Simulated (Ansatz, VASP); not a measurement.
## Al3BN2: VASP beside Ansatz

Contents of INCAR:

```
ALGO = Normal
EDIFF = 1E-6
ENCUT = 520
GGA = PE
ISIF = 2
ISMEAR = 0
ISPIN = 2
LASPH = True
LCHARG = False
LORBIT = 11
LREAL = False
LWAVE = False
MAGMOM = 0 0 0 0 1 1
NBANDS = 24
NELM = 150
PREC = Accurate
SIGMA = 0.1
```

File KPOINTS:

```
k-points
0
Gamma
  4 4 4
```

The input POSCAR:

```
Al3BN2
1.0
    2.8072157420     -3.1605249113      0.0000000000
    2.8072157420      3.1605249113      0.0000000000
    0.0000000000      0.0000000000      3.7407105513
Al B N
3 1 2
Direct
    0.0000000000      0.0000000000      0.5000000000
    0.7086922842      0.7086922842      0.0000000000
    0.2913077158      0.2913077158      0.0000000000
    0.5000000000      0.5000000000      0.5000000000
    0.1889678342      0.8110321658      0.0000000000
    0.8110321658      0.1889678342      0.0000000000
```

Input for Ansatz:

```yaml
crystal:
  lattice:
    - [2.807215742, -3.1605249113, 0.0]
    - [2.807215742, 3.1605249113, 0.0]
    - [0.0, 0.0, 3.7407105513]
  atoms:
    - { symbol: Al, position: [0.0, 0.0, 0.5] }
    - { symbol: Al, position: [0.7086922842, 0.7086922842, 0.0] }
    - { symbol: Al, position: [0.2913077158, 0.2913077158, 0.0] }
    - { symbol: B, position: [0.5, 0.5, 0.5] }
    - { symbol: "N", position: [0.1889678342, 0.8110321658, 0.0], spin: 1.0 }
    - { symbol: "N", position: [0.8110321658, 0.1889678342, 0.0], spin: 1.0 }
basis:
  ecutwfc: 420
kpoints:
  mp_grid: { grid: [4, 4, 4] }
hamiltonian:
  xc: pbe
scf:
  occupations: { method: gaussian, width: 0.1 }
  lower_state_search: "off"
output:
  forces: true
  stress: true
  eigenvalues: true
  populations: true
magnetization:
  spin_polarized: true
```

Alike in both runs: task single point; functional PBE; k mesh 4 × 4 × 4; occupations gaussian, width 0.1 eV; collinear spin.

|  | VASP | Ansatz |
| --- | --- | --- |
| version | VASP 6.6.1 | Ansatz 0.2.0 |
| potentials or method | VASP PAW PBE potentials, release 64 (Al, B, N), cutoff 520 eV | scalar-relativistic, plane waves, PAW |
| valence electrons in the cell | 22 | 22 |

VASP gave:

* gap on the k mesh at the Fermi level (eV): none
* pressure (GPa): 0.1
* traceless stress, the component that is largest in VASP (GPa): -0.87
* rms of the force components (eV/Å): 0.009
* net moment per atom (μB): 0.00

**Question.** Estimate Ansatz's values.

**Answer.** gap on the k mesh at the Fermi level (eV): none; pressure (GPa): 0.2; traceless stress, the component that is largest in VASP (GPa): -0.92; rms of the force components (eV/Å): 0.008; net moment per atom (μB): 0.00.

Atom by atom the forces differ by 0.001 eV/Å (rms over components). A gap of «none» marks a metal or a gap that the smearing closes. With one functional, cell and mesh, what is left measures potentials, basis and numerics. Ansatz's warnings: seeded moment not kept.

The k mesh is coarse, so the values compare programs but aren't converged.
